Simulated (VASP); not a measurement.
Na2P, 3 atoms in the cell. It takes space group I4/mmm (No. 139, tetragonal). The conventional cell has a = 3.790 Å, b = 3.790 Å, c = 8.986 Å, α = 90.00°, β = 90.00°, γ = 90.00°. Na (site symmetry 4mm) has 9 Na at 2.79 to 3.79 Å and 5 P at 3.02 to 3.10 Å within 3.8 Å. P (site symmetry 4/mmm) has 10 Na at 3.02 to 3.10 Å and 4 P at 3.79 Å within 4.0 Å. 

```yaml
Program: VASP 6.6.1
Task: single point
Functional: PBE
Potentials_or_basis: VASP PAW PBE potentials, release 64 (Na_pv, P)
Cutoff: 520 eV
k_mesh: 18 × 18 × 18
Occupations: gaussian, width 0.1 eV
Spin: no spin polarisation
Dipole_correction: no
Further_INCAR_settings: ALGO = Normal; EDIFF = 1e-06; NBANDS = 16
```

Potentials or basis: VASP PAW PBE potentials, release 64 (Na_pv, P).

Run with:

```bash
$ cat potpaw_PBE.64/Na_pv/POTCAR potpaw_PBE.64/P/POTCAR > POTCAR
$ mpirun -np 1 vasp_std > vasp.out
```

Hardware: 1 thread of Intel(R) Xeon(R) 6975P-C (Granite Rapids), with other jobs on the host.

Q: How long does it take, and how much memory?

A: Wall time 3.9 min on 1 thread of Intel(R) Xeon(R) 6975P-C (Granite Rapids), on a shared host, peak memory 0.54 GiB. Counts: scf iterations 13, k points 480.
